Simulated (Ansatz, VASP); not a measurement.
AlN: VASP beside Ansatz

INCAR

```
SYSTEM = AlN
PREC     = Accurate       ! precision mode
ENCUT    = 520            ! plane-wave cutoff, eV
EDIFF    = 1E-6           ! SCF threshold, eV
ISMEAR   = 0              ! smearing method
SIGMA    = 0.05           ! smearing width, eV
LREAL    = .False.        ! projectors in reciprocal space
LASPH    = .True.         ! aspherical terms in the spheres
NELM     = 80             ! most SCF steps
ALGO     = Normal         ! electronic algorithm
ISIF     = 2              ! what is computed and relaxed
LWAVE    = .False.        ! write WAVECAR
LCHARG   = .True.         ! write CHGCAR
GGA      = CA             ! functional
LELF     = .True.         ! ELF
LVHAR    = .True.       
NBANDS   = 16             ! bands
```

The input KPOINTS:

```
Automatic mesh
0
Gamma
  9 9 6
  0 0 0
```

File POSCAR:

```
AlN
1.0
    3.1403243997      0.0000000000      0.0000000000
   -1.5701621999      2.7196007063      0.0000000000
    0.0000000000      0.0000000000      5.0263297624
Al N
2 2
Direct
    0.3204731808      0.6409463615      0.0015212672
    0.6795268192      0.3590536385      0.5015212672
    0.3448088621      0.6896177243      0.3834787328
    0.6551911379      0.3103822757      0.8834787328
```

Input for Ansatz:

```yaml
crystal:
  lattice:
    - [3.1403243997, 0.0, 0.0]
    - [-1.5701621999, 2.7196007063, 0.0]
    - [0.0, 0.0, 5.0263297624]
  atoms:
    - { symbol: Al, position: [0.3204731808, 0.6409463615, 0.0015212672] }
    - { symbol: Al, position: [0.6795268192, 0.3590536385, 0.5015212672] }
    - { symbol: "N", position: [0.3448088621, 0.6896177243, 0.3834787328] }
    - { symbol: "N", position: [0.6551911379, 0.3103822757, 0.8834787328] }
basis:
  ecutwfc: 520.0
kpoints:
  mp_grid: { grid: [9, 9, 6] }
hamiltonian:
  xc: lda
scf:
  occupations: { method: gaussian, width: 0.05 }
output:
  forces: true
  stress: true
  eigenvalues: true
```

Change from the starting cell: mode 5 frozen in at -0.069 Å, equal normal strain along x, y and z +0.0167.

Alike in both runs: task single point; functional LDA; k mesh 9 × 9 × 6; occupations gaussian, width 0.05 eV; no spin polarisation.

```csv
,VASP,Ansatz
version,VASP 6.6.1,Ansatz 0.2.0
potentials or method,"VASP PAW LDA potentials, release 64 (Al, N), cutoff 520 eV","scalar-relativistic, plane waves, PAW"
valence electrons in the cell,16,16
```

```tsv
	VASP	Ansatz	Ansatz less VASP
gap on the k mesh at the Fermi level (eV)	3.93	3.93	-0.004
least direct gap on the mesh (eV)	3.93	3.93	-0.004
pressure (GPa)	-9.2	-9.6	-0.45
traceless stress, the component that is largest in VASP (GPa)	0.57	0.60	+0.024
rms of the force components (eV/Å)	0.174	0.174	+0.0002
```

LDA's correlation is that of Perdew and Zunger in VASP and of Perdew and Wang (1992) in Ansatz. Atom by atom the forces differ by 0.001 eV/Å (rms over components).
